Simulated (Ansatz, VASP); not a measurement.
One calculation of Sb, two programs

The input INCAR:

```
PREC = Accurate ; ENCUT = 500
EDIFF = 1E-6 ; ISMEAR = 0
SIGMA = 0.05 ; LREAL = False
LASPH = True ; NELM = 120
ALGO = Normal ; ISIF = 2
LWAVE = False ; LCHARG = True
GGA = PE ; LELF = True
LVHAR = True ; NBANDS = 8
GGA_COMPAT = False
```

The input KPOINTS:

```
Automatic mesh
0
Gamma
  12 12 12
```

Contents of POSCAR:

```
Sb
1.0
    3.1600000000      0.0000000000      0.0000000000
    0.0000000000      3.1600000000      0.0000000000
    0.0000000000      0.0000000000      3.1600000000
Sb
1
Direct
    0.0000000000      0.0000000000      0.0000000000
```

Input for Ansatz:

```yaml
crystal:
  lattice:
    - [3.16, 0.0, 0.0]
    - [0.0, 3.16, 0.0]
    - [0.0, 0.0, 3.16]
  atoms:
    - { symbol: Sb, position: [0.0, 0.0, 0.0] }
basis:
  ecutwfc: 420
kpoints:
  mp_grid: { grid: [12, 12, 12] }
hamiltonian:
  xc: pbe
scf:
  occupations: { method: gaussian, width: 0.05 }
output:
  forces: true
  eigenvalues: true
  eigenstates:
    nscf_kmesh: { grid: [34, 34, 34] }
    top_band: c6
    de_dk: true
    localisation: false
  stress: true
checkpoint:
  write: ck
  compress: false
  write_wavefunctions: false
  write_every: 100000
```

Alike in both runs: task single point; functional PBE; k mesh 12 × 12 × 12; occupations gaussian, width 0.05 eV; no spin polarisation.

```csv
,VASP,Ansatz
version,VASP 6.6.1,Ansatz 0.2.0
potentials or method,"VASP PAW PBE potentials, release 64 (Sb), cutoff 500 eV","scalar-relativistic, plane waves, PAW"
valence electrons in the cell,5,15
```

|  | VASP | Ansatz | Ansatz less VASP |
| --- | --- | --- | --- |
| pressure (GPa) | -2.3 | -2.3 | +0.04 |

VASP's potentials hold 5 valence electrons a cell and Ansatz's 15, so a difference there can come from the potentials and not from the codes.

Neither program's run includes spin-orbit coupling.
